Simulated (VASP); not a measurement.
Wanted: the native input for a VASP 6.6.1 run.

| Item | Value |
| --- | --- |
| Task | single point |
| Functional | PBE |
| Potentials or basis | VASP PAW PBE potentials, release 64 (Cr_pv) |
| Cutoff | 520 eV |
| k mesh | 6 × 6 × 6 |
| Occupations | fermi-dirac, width 0.1 eV |
| Spin | collinear spin, antiferromagnetic start |
| Starting moments | [0.191, -0.191] μB |
| Dipole correction | no |
| Further INCAR settings | ALGO = Normal; EDIFF = 1e-07; NBANDS = 23 |

The structure of Cr lies in POSCAR:

```
Cr
1.0
    0.0000000000      2.3404737414      2.3404737414
    2.3404737414      0.0000000000      2.3404737414
    2.3404737414      2.3404737414      0.0000000000
Cr
2
Direct
    0.0000000000      0.0000000000      0.0000000000
    0.5000000000      0.5000000000      0.5000000000
```

One way to write it, as run:

INCAR

```
SYSTEM = Cr
PREC = Accurate
ENCUT = 520
EDIFF = 1E-7
ISMEAR = -1
SIGMA = 0.1
LREAL = .FALSE.
LASPH = .TRUE.
NELM = 150
ALGO = Normal
ISIF = 2
LWAVE = .FALSE.
LCHARG = .FALSE.
ISPIN = 2
MAGMOM = 0.191 -0.191
LORBIT = 11
LMAXMIX = 4
GGA = PE
NBANDS = 23
```

KPOINTS

```
regular mesh
0
G
  6 6 6
  0 0 0
```

Potentials or basis: VASP PAW PBE potentials, release 64 (Cr_pv).

Command:

```bash
$ cat potpaw_PBE.64/Cr_pv/POTCAR > POTCAR
$ mpirun -np 1 vasp_std > vasp.out
```

It gave:

- Pressure: 0.5 GPa
- Band gap on the k mesh: zero (filled and empty bands overlap)
- Net moment: 0.00 μB per cell
- Valence electrons inside the program's atomic spheres: Cr 11.08

Caveat: the k points lie up to 0.39 Å⁻¹ apart.

It took 48 s on 1 thread of AMD EPYC 7R13 Processor (Zen 3) (shared host), peak memory 0.14 GiB.
